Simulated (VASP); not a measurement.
Write the native input for VASP 6.6.1 that does the following.

```
Task                   : single point
Functional             : PBE
Potentials or basis    : VASP PAW PBE potentials, release 64 (As, Pt)
Cutoff                 : 500 eV
k mesh                 : 4 × 4 × 4
Occupations            : gaussian, width 0.01 eV
Spin                   : no spin polarisation
Dipole correction      : no
Further INCAR settings : ALGO = Normal; EDIFF = 1e-06; NBANDS = 52
```

The structure of As2Pt lies in POSCAR:

```
As2Pt
1.0
    6.0093797529      0.0000000000      0.0000000000
    0.0000000000      6.0093797529      0.0000000000
    0.0000000000      0.0000000000      6.0093797529
As Pt
8 4
Direct
    0.3840512993      0.3840512993      0.3840512993
    0.1159487007      0.6159487007      0.8840512993
    0.8840512993      0.1159487007      0.6159487007
    0.6159487007      0.8840512993      0.1159487007
    0.6159487007      0.6159487007      0.6159487007
    0.8840512993      0.3840512993      0.1159487007
    0.1159487007      0.8840512993      0.3840512993
    0.3840512993      0.1159487007      0.8840512993
    0.0000000000      0.0000000000      0.0000000000
    0.5000000000      0.0000000000      0.5000000000
    0.5000000000      0.5000000000      0.0000000000
    0.0000000000      0.5000000000      0.5000000000
```

One way to write it, as run:

INCAR

```
SYSTEM = As2Pt
ALGO     = Normal         ! electronic algorithm
EDIFF    = 1E-6           ! SCF threshold, eV
ENCUT    = 500            ! plane-wave cutoff, eV
GGA      = PE             ! functional
GGA_COMPAT= .FALSE.      
ISIF     = 2              ! what is computed and relaxed
ISMEAR   = 0              ! smearing method
LASPH    = .TRUE.         ! aspherical terms in the spheres
LCHARG   = .FALSE.        ! write CHGCAR
LREAL    = .FALSE.        ! projectors in reciprocal space
LWAVE    = .FALSE.        ! write WAVECAR
NBANDS   = 52             ! bands
NELM     = 120            ! most SCF steps
PREC     = Accurate       ! precision mode
SIGMA    = 0.01           ! smearing width, eV
```

KPOINTS

```
k-points
0
G
  4 4 4
  0 0 0
```

Potentials or basis: VASP PAW PBE potentials, release 64 (As, Pt).

Command:

```sh
$ cat potpaw_PBE.64/As/POTCAR potpaw_PBE.64/Pt/POTCAR > POTCAR
$ mpirun -np 1 vasp_std > vasp.out
```

Results of the run:

| Property | Result |
| --- | --- |
| Pressure | 3.6 GPa |
| Largest force | 0.185 eV/Å |
| Band gap on the k mesh | 0.44 eV (least direct gap 0.91 eV) |

Caveat: the cell stands under pressure; spin-orbit coupling is left out, which moves the levels of the heavy elements.

Wall time 3.5 min on 1 thread of Oxide Virtual Turin-like Processor, on a shared host, peak memory 0.32 GiB.
